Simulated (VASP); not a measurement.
Write the native input for VASP 6.6.1 that does the following.

| Quantity | Value |
| --- | --- |
| Task | single point |
| Functional | r2SCAN |
| Potentials or basis | VASP PAW PBE potentials, release 64 (Hf_pv) |
| Cutoff | 520 eV |
| k mesh | 12 × 12 × 12 |
| Occupations | fermi-dirac, width 0.1 eV |
| Spin | non-collinear spin, zero start, spin-orbit coupling |
| Starting moments | [[0.0, 0.0, 0.0]] μB |
| Dipole correction | no |
| Further INCAR settings | ALGO = Normal; EDIFF = 1e-06; NBANDS = 21 |

Crystal: Hf.

```xyz
1
Lattice="-1.7710 1.7710 1.7710 1.7710 -1.7710 1.7710 1.7710 1.7710 -1.7710" Properties=species:S:1:pos:R:3 pbc="T T T"
Hf    0.0000    0.0000    0.0000
```

The input as run:

POSCAR

```
Hf
1.0
   -1.7710034344      1.7710034344      1.7710034344
    1.7710034344     -1.7710034344      1.7710034344
    1.7710034344      1.7710034344     -1.7710034344
Hf
1
Direct
    0.0000000000      0.0000000000      0.0000000000
```

INCAR.step1

```
PREC = Accurate ; ENCUT = 520
ISMEAR = -1 ; SIGMA = 0.1
LREAL = False ; LASPH = True
NELM = 150 ; MAGMOM = 0 0 0
LSORBIT = True ; GGA_COMPAT = False
LMAXMIX = 4 ; NBANDS = 21
GGA = PE ; ALGO = Normal
EDIFF = 1E-4 ; LWAVE = True
LCHARG = False
```

INCAR.step2

```
PREC = Accurate ; ENCUT = 520
EDIFF = 1E-6 ; ISMEAR = -1
SIGMA = 0.1 ; LREAL = False
LASPH = True ; NELM = 150
ALGO = Normal ; ISIF = 2
LWAVE = False ; LCHARG = True
MAGMOM = 0 0 0 ; LORBIT = 11
LSORBIT = True ; GGA_COMPAT = False
LORBMOM = True ; LMAXMIX = 4
METAGGA = R2SCAN ; LMIXTAU = True
LVHAR = True ; NBANDS = 21
ISTART = 1
```

KPOINTS

```
Automatic mesh
0
Gamma
  12 12 12
```

Potentials or basis: VASP PAW PBE potentials, release 64 (Hf_pv).

Launch:

```sh
$ cat potpaw_PBE.64/Hf_pv/POTCAR > POTCAR
$ cp INCAR.step1 INCAR
$ mpirun -np 1 vasp_ncl > vasp.out
$ cp INCAR.step2 INCAR
$ mpirun -np 1 vasp_ncl > vasp.out
```

It gave:

* Pressure: -0.9 GPa
* Net moment: 0.00 μB per cell
* Valence electrons inside the program's atomic spheres: Hf 8.41

Caveat: the PAW data sets were made with another functional, which shifts forces and pressure a little.

Wall time 9.8 min on 1 thread of AMD EPYC 7R13, with other jobs on the host, peak memory 0.21 GiB.
